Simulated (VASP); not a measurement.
# Ru3C (P6_3/mmc) in VASP: further runs

The runs below take Ru3C through single point, with PBE.

Everything below comes from runs of VASP 6.6.1. Logs are shortened: lines on timing, memory, paths and dates and some standing lists are left out, and cuts for length are marked.

## 1. The cell of the first run

It takes space group P6_3/mmc (No. 194, hexagonal). Conventional cell: a = 6.694 Å, b = 6.694 Å, c = 2.678 Å, α = 90.00°, β = 90.00°, γ = 120.00°. Within 2.9 Å of Ru (site symmetry mm2) lie 2 C at 2.11 Å and 8 Ru at 2.60 to 2.83 Å. C (site symmetry -6m2) has 6 Ru at 2.11 Å and 2 C at 2.68 Å within 2.8 Å.

## 2. Single point, PBE

Input file INCAR:

```
SYSTEM = Ru3C
PREC = Accurate
ENCUT = 520
EDIFF = 1E-7
ISMEAR = 0
SIGMA = 0.1
LREAL = .False.
LASPH = .True.
NELM = 100
ALGO = Normal
ISIF = 2
LWAVE = .False.
LCHARG = .False.
GGA = PE
NBANDS = 56
```

Input file KPOINTS:

```
Automatic mesh
0
Gamma
  3 3 6
  0 0 0
```

Input file POSCAR:

```
Ru3C
1.0
    6.6941564595      0.0000000000      0.0000000000
   -3.3470782297      5.7973095508      0.0000000000
    0.0000000000      0.0000000000      2.6782143627
Ru C
6 2
Direct
    0.8074895028      0.6149790056      0.2500000000
    0.1925104972      0.8074895028      0.7500000000
    0.3850209944      0.1925104972      0.2500000000
    0.1925104972      0.3850209944      0.7500000000
    0.8074895028      0.1925104972      0.2500000000
    0.6149790056      0.8074895028      0.7500000000
    0.3333333333      0.6666666667      0.2500000000
    0.6666666667      0.3333333333      0.7500000000
```

Potentials or basis: VASP PAW PBE potentials, release 64 (Ru_pv, C).

Started as:

```console
> cat potpaw_PBE.64/Ru_pv/POTCAR potpaw_PBE.64/C/POTCAR > POTCAR
> mpirun -np 1 vasp_std > vasp.out
```

OUTCAR:

```text
SYSTEM = Ru3C
   PREC = Accurate
   ENCUT = 520
   EDIFF = 1E-7
   ISMEAR = 0
   LREAL = .False.
   LASPH = .True.
   NELM = 100
   ISIF = 2
   GGA = PE

 ion  position               nearest neighbor table
   1  0.807  0.615  0.250-   8 2.11   8 2.11   6 2.60   6 2.60   2 2.60   2 2.60   5 2.83   3 2.83

   2  0.193  0.807  0.750-   7 2.11   7 2.11   3 2.60   3 2.60   1 2.60   1 2.60   4 2.83   6 2.83

   3  0.385  0.193  0.250-   8 2.11   8 2.11   2 2.60   2 2.60   4 2.60   4 2.60   1 2.83   5 2.83

   4  0.193  0.385  0.750-   7 2.11   7 2.11   3 2.60   3 2.60   5 2.60   5 2.60   2 2.83   6 2.83

   5  0.807  0.193  0.250-   8 2.11   8 2.11   6 2.60   6 2.60   4 2.60   4 2.60   1 2.83   3 2.83

   6  0.615  0.807  0.750-   7 2.11   7 2.11   5 2.60   5 2.60   1 2.60   1 2.60   4 2.83   2 2.83

   7  0.333  0.667  0.250-   2 2.11   2 2.11   4 2.11   4 2.11   6 2.11   6 2.11
   8  0.667  0.333  0.750-   5 2.11   5 2.11   1 2.11   1 2.11   3 2.11   3 2.11

  LATTYP: Found a hexagonal cell.
 ALAT       =     6.6941564595
 C/A-ratio  =     0.4000824270

  Lattice vectors:

 A1 = (   6.6941564595,   0.0000000000,   0.0000000000)
 A2 = (  -3.3470782297,   5.7973095508,   0.0000000000)
 A3 = (   0.0000000000,   0.0000000000,   2.6782143627)

Analysis of symmetry for initial positions (statically):
=====================================================================
 Subroutine PRICEL returns:
 Original cell was already a primitive cell.

 Routine SETGRP: Setting up the symmetry group for a
 hexagonal supercell.

 Subroutine GETGRP returns: Found 24 space group operations
 (whereof 12 operations were pure point group operations)
 out of a pool of 24 trial point group operations.

The static configuration has the point symmetry D_3d.
 The point group associated with its full space group is D_6h.

Analysis of symmetry for dynamics (positions and initial velocities):
=====================================================================
 Subroutine PRICEL returns:
 Original cell was already a primitive cell.

 Routine SETGRP: Setting up the symmetry group for a
 hexagonal supercell.

 Subroutine GETGRP returns: Found 24 space group operations
 (whereof 12 operations were pure point group operations)
 out of a pool of 24 trial point group operations.

The dynamic configuration has the point symmetry D_3d.
 The point group associated with its full space group is D_6h.

 Subroutine INISYM returns: Found 24 space group operations
 (whereof 12 operations are pure point group operations),
 and found     1 'primitive' translations

----------------------------------------------------------------------------------------

                                     Primitive cell

  volume of cell :     103.9364

  direct lattice vectors                    reciprocal lattice vectors
     6.694156460  0.000000000  0.000000000     0.149384020  0.086246904  0.000000000
    -3.347078230  5.797309551  0.000000000     0.000000000  0.172493808  0.000000000
     0.000000000  0.000000000  2.678214363     0.000000000  0.000000000  0.373383107

  length of vectors
     6.694156460  6.694156459  2.678214363     0.172493808  0.172493808  0.373383107

  position of ions in fractional coordinates (direct lattice)
     0.807489503  0.614979006  0.250000000
     0.192510497  0.807489503  0.750000000
     0.385020994  0.192510497  0.250000000
     0.192510497  0.385020994  0.750000000
     0.807489503  0.192510497  0.250000000
     0.614979006  0.807489503  0.750000000
     0.333333333  0.666666667  0.250000000
     0.666666667  0.333333333  0.750000000

  ion indices of the primitive-cell ions
   primitive index   ion index
                 1           1
                 2           2
                 3           3
                 4           4
                 5           5
                 6           6
                 7           7
                 8           8

----------------------------------------------------------------------------------------

 KPOINTS: Automatic mesh

Automatic generation of k-mesh.
 Grid dimensions read from file:
 generate k-points for:    3    3    6

 Generating k-lattice:

  Cartesian coordinates                     Fractional coordinates (reciprocal lattice)
     0.049794673  0.028748968  0.000000000     0.333333333 -0.000000000  0.000000000
     0.000000000  0.057497936  0.000000000     0.000000000  0.333333333  0.000000000
     0.000000000  0.000000000  0.062230518     0.000000000  0.000000000  0.166666667

  Length of vectors
     0.057497936  0.057497936  0.062230518

  Shift w.r.t. Gamma in fractional coordinates (k-lattice)
     0.000000000  0.000000000  0.000000000

 Subroutine IBZKPT returns following result:
 ===========================================

 Found     12 irreducible k-points:

 Following reciprocal coordinates:
            Coordinates               Weight
  0.000000  0.000000  0.000000      1.000000
  0.333333 -0.000000  0.000000      6.000000
  0.333333  0.333333  0.000000      2.000000
  0.000000  0.000000  0.166667      2.000000
  0.333333 -0.000000  0.166667     12.000000
  0.333333  0.333333  0.166667      4.000000
  0.000000  0.000000  0.333333      2.000000
  0.333333 -0.000000  0.333333     12.000000
  0.333333  0.333333  0.333333      4.000000
  0.000000  0.000000  0.500000      1.000000
  0.333333 -0.000000  0.500000      6.000000
  0.333333  0.333333  0.500000      2.000000
   k-points           NKPTS =     12   k-points in BZ     NKDIM =     12   number of bands    NBANDS=     56
   number of dos      NEDOS =    301   number of ions     NIONS =      8
   total plane-waves  NPLWV =  50000
   dimension x,y,z NGX =    50 NGY =   50 NGZ =   20
   dimension x,y,z NGXF=   100 NGYF=  100 NGZF=   40
   ions per type =               6   2
   NGX,Y,Z   is equivalent  to a cutoff of  12.42, 12.42, 12.41 a.u.
   NGXF,Y,Z  is equivalent  to a cutoff of  24.83, 24.83, 24.83 a.u.
 SYSTEM =  Ru3C
   PREC   = accura    normal or accurate (medium, high low for compatibility)
   ISTART =      0    job   : 0-new  1-cont  2-samecut
   ICHARG =      2    charge: 1-file 2-atom 10-const
   ISPIN  =      1    spin polarized calculation?
   LNONCOLLINEAR =      F non collinear calculations
   LSORBIT =      F    spin-orbit coupling
   LASPH  =      T    aspherical Exc in radial PAW
   ENCUT  =  520.0 eV  38.22 Ry    6.18 a.u.  12.45 12.45  4.98*2*pi/ulx,y,z
   NELM   =    100;   NELMIN=  2; NELMDL= -5     # of ELM steps
   EDIFF  = 0.1E-06   stopping-criterion for ELM
   LREAL  =      F    real-space projection
   EDIFFG = 0.1E-05   stopping-criterion for IOM
   NSW    =      0    number of steps for IOM
   IBRION =     -1    ionic relax: 0-MD 1-quasi-New 2-CG
   NFREE  =      0    steps in history (QN), initial steepest desc. (CG)
   ISIF   =      2    stress and relaxation
   ISYM   =      2    0-nonsym 1-usesym 2-fastsym
   POTIM  = 0.5000    time-step for ionic-motion
   TEBEG  =    0.0;   TEEND  =   0.0 temperature during run
   PSTRESS=    0.0 pullay stress
   NELECT =      92.0000    total number of electrons
   NUPDOWN=      -1.0000    fix difference up-down
   EMIN   =  10.00;   EMAX   =-10.00  energy-range for DOS
   EFERMI =   0.00;   METHOD = LEGACY
   ISMEAR =     0;   SIGMA  =   0.10  broadening in eV -4-tet -1-fermi 0-gaus
   EFERMI_NEDOS =   21; number of points for ismear=-14 and -15
   IALGO  =     38    algorithm
   IMIX   =      4    mixing-type and parameters
     AMIX     =   0.40;   BMIX     =  1.00
     AMIX_MAG =   1.60;   BMIX_MAG =  1.00
  volume/ion in A,a.u.               =      12.99        87.67
  Fermi-wavevector in a.u.,A,eV,Ry     =   1.571864  2.970392 33.616668  2.470755
  Thomas-Fermi vector in A             =   2.673384
   LORBIT       =      0    0 simple, 1 ext, 2 COOP (PROOUT), +10 PAW based schemes
   GGA     = PE    functional components
   LHFCALC =     F    Hartree Fock is set to
   AEXX    =    0.0000 exact exchange contribution
   IVDW    =     0    specifies the selected vdW correction
   LEPSILON=     F    determine dielectric tensor
   LRPA    =     F    only Hartree local field effects (RPA)
 non-spin polarized calculation
 Gauss-broadening in eV      SIGMA  =   0.10
  energy-cutoff  :      520.00
  volume of cell :      103.94
 maximum number of plane-waves:      2850
 NGX is ok and might be reduce to    50
   NGX = 25   NGY = 25   NGZ =  9

 number of electron      92.0000006 magnetization

 Free energy of the ion-electron system (eV)
  ---------------------------------------------------
  ext. energy  EPLUGINS =         0.00000000
  ---------------------------------------------------
  free energy    TOTEN  =       -69.39964089 eV

  energy without entropy =      -69.34600449  energy(sigma->0) =      -69.37282269

 E-fermi :  10.7485     XC(G=0): -13.2048

 val. band max:       10.7477557144   @ k =   0.3333  -0.0000   0.0000
 cond. band min:      10.7887347368   @ k =   0.3333  -0.0000   0.3333
 fundamental gap:      0.0409790224
 Fermi energy:        10.7485429091

 k-point     1 :       0.0000    0.0000    0.0000
  band No.  band energies     occupation
      1     -32.6695      2.00000
      2     -32.6536      2.00000
      3     -32.5760      2.00000
      4     -32.5760      2.00000
      5     -32.4849      2.00000
      6     -32.4849      2.00000
[... 48 lines left out ...]
     55      12.5113      0.00000
     56      12.7768      0.00000

 k-point     2 :       0.3333   -0.0000    0.0000
  band No.  band energies     occupation
      1     -32.7254      2.00000
      2     -32.6457      2.00000
      3     -32.6220      2.00000
      4     -32.5590      2.00000
      5     -32.4818      2.00000
      6     -32.4165      2.00000
[... 48 lines left out ...]
     55      12.7153      0.00000
     56      13.6796      0.00000
[... 529 lines left out ...]
     55      13.6934      0.00000
     56      13.6934      0.00000

 k-point    12 :       0.3333    0.3333    0.5000
  band No.  band energies     occupation
      1     -32.8703      2.00000
      2     -32.8703      2.00000
      3     -32.8298      2.00000
      4     -32.8298      2.00000
      5     -32.7598      2.00000
      6     -32.7598      2.00000
[... 48 lines left out ...]
     55      14.0461      0.00000
     56      14.0461      0.00000

------------------------ aborting loop because EDIFF is reached ----------------------------------------

  FORCE on cell =-STRESS in cart. coord.  units (eV):
  Direction    XX          YY          ZZ          XY          YZ          ZX
  --------------------------------------------------------------------------------------
  -------------------------------------------------------------------------------------
  Total        0.0266131      0.0266131      0.0455004      0.0000000     -0.0000000      0.0000000
  in kB        0.4102402      0.4102402      0.7013881      0.0000000     -0.0000000      0.0000000
  external PRESSURE =       0.5072895 kB  Pullay stress =       0.0000000 kB

 VOLUME and BASIS-vectors are now :
 -----------------------------------------------------------------------------
  energy-cutoff  :      520.00
  volume of cell :      103.94
      direct lattice vectors                 reciprocal lattice vectors
     6.694156460  0.000000000  0.000000000     0.149384020  0.086246904  0.000000000
    -3.347078230  5.797309551  0.000000000     0.000000000  0.172493808  0.000000000
     0.000000000  0.000000000  2.678214363     0.000000000  0.000000000  0.373383107

 POSITION                                       TOTAL-FORCE (eV/Angst)
 -----------------------------------------------------------------------------------
      3.34708      3.56522      0.66955         0.000000      0.024381      0.000000
     -1.41404      4.68127      2.00866        -0.021115      0.012191      0.000000
      1.93304      1.11604      0.66955        -0.021115     -0.012191     -0.000000
      0.00000      2.23209      2.00866        -0.000000     -0.024381     -0.000000
      4.76111      1.11604      0.66955         0.021115     -0.012191      0.000000
      1.41404      4.68127      2.00866         0.021115      0.012191      0.000000
     -0.00000      3.86487      0.66955        -0.000000     -0.000000      0.000000
      3.34708      1.93244      2.00866        -0.000000     -0.000000      0.000000
 -----------------------------------------------------------------------------------
    total drift:                                0.000000     -0.000000      0.000000

  FREE ENERGIE OF THE ION-ELECTRON SYSTEM (eV)
  ---------------------------------------------------
  free  energy   TOTEN  =       -69.3996408926 eV

  energy  without entropy=      -69.3460044881  energy(sigma->0) =      -69.37282269
```

Wall time 1.9 min (1 thread of Intel Xeon 8259CL, shared host); peak memory 0.24 GiB.

Results:

| Item | Value |
| --- | --- |
| Free energy | -69.3996 eV |
| Pressure | 0.1 GPa |
| Largest force | 0.024 eV/Å |
| Band gap on the k mesh | zero (bands 46 and 47 overlap by 1.12 eV) |

Forces in eV/Å, atoms in the order of the input:
```
Ru   0.000  0.024  0.000
Ru  -0.021  0.012  0.000
Ru  -0.021 -0.012  0.000
Ru   0.000 -0.024  0.000
Ru   0.021 -0.012  0.000
Ru   0.021  0.012  0.000
C    0.000  0.000  0.000
C    0.000  0.000  0.000
```

Levels at points of the mesh, in eV from the Fermi level:
```csv
k point,band 42,band 43,band 44,band 45,band 46,band 47,band 48,band 49
"(0.00, 0.00, 0.00)",-1.75,-1.38,-1.38,-0.60,-0.60,0.09,0.09,0.88
"(0.00, 0.00, 0.50)",-0.33,-0.33,-0.33,0.80,0.80,0.80,0.80,0.92
```

Caveat: the k points lie up to 0.39 Å⁻¹ apart, too coarse for converged energies and pressures of a metal.

## 3. Single point, PBE

This run uses another cell than the first one, of 11.78 Å³/atom.

Input file INCAR:

```
  PREC = Accurate
  ENCUT = 520
  EDIFF = 1E-7
  ISMEAR = 0
  SIGMA = 0.1
  LREAL = False
  LASPH = True
  NELM = 100
  ALGO = Normal
  ISIF = 2
  LWAVE = False
  LCHARG = False
  GGA = PE
  NBANDS = 56
```

Input file KPOINTS:

```
Automatic mesh
0
Gamma
  6 6 4
```

Input file POSCAR:

```
Ru3C
1.0
    5.1378744417      0.0000000000      0.0000000000
   -2.5689372208      4.4495297879      0.0000000000
    0.0000000000      0.0000000000      4.1239369740
Ru C
6 2
Direct
    0.8330000000      0.6660000000      0.2500000000
    0.1670000000      0.8330000000      0.7500000000
    0.3340000000      0.1670000000      0.2500000000
    0.1670000000      0.3340000000      0.7500000000
    0.8330000000      0.1670000000      0.2500000000
    0.6660000000      0.8330000000      0.7500000000
    0.3333333333      0.6666666667      0.2500000000
    0.6666666667      0.3333333333      0.7500000000
```

Potentials or basis: VASP PAW PBE potentials, release 64 (Ru_pv, C).

Started as:

```console
> cat potpaw_PBE.64/Ru_pv/POTCAR potpaw_PBE.64/C/POTCAR > POTCAR
> mpirun -np 1 vasp_std > vasp.out
```

Run time: 3.1 min. Hardware: 1 thread of Intel Xeon 8259CL, shared host; peak memory 0.26 GiB.

Results (log left out):

```yaml
Free_energy: -63.2101 eV
Pressure: 14.1 GPa
Largest_force: 1.849 eV/Å
Band_gap_on_the_k_mesh: zero (bands 46 and 47 overlap by 0.32 eV)
```

Forces on the atoms (eV/Å):
```
Ru   0.000 -1.849  0.000
Ru   1.602 -0.925  0.000
Ru   1.602  0.925  0.000
Ru   0.000  1.849  0.000
Ru  -1.602  0.925  0.000
Ru  -1.602 -0.925  0.000
C    0.000  0.000  0.000
C    0.000  0.000  0.000
```

Stress tensor (GPa, compression positive):
```
19.45  0.00  0.00
 0.00 19.45  0.00
 0.00  0.00  3.54
```

Levels at points of the mesh, in eV from the Fermi level:
```
           k point  band 43  band 44  band 45  band 46  band 47  band 48  band 49  band 50
(0.00, 0.00, 0.00)    -0.44    -0.43    -0.43     0.11     0.11     0.25     0.25     0.73
(0.50, 0.00, 0.00)    -0.82    -0.80    -0.46    -0.38    -0.21     0.14     0.21     0.53
(0.00, 0.00, 0.50)    -1.11    -1.11    -0.96    -0.96     0.32     0.32     0.32     0.32
(0.50, 0.00, 0.50)    -1.25    -1.25    -0.95    -0.95     0.39     0.39     0.40     0.40
```

Caveat: the k points lie up to 0.38 Å⁻¹ apart; forces of over 1 eV/Å act on the atoms, so gaps and moduli don't describe the material at rest.

The gap in the log of VASP goes by the Fermi energy; the results here count the filled bands.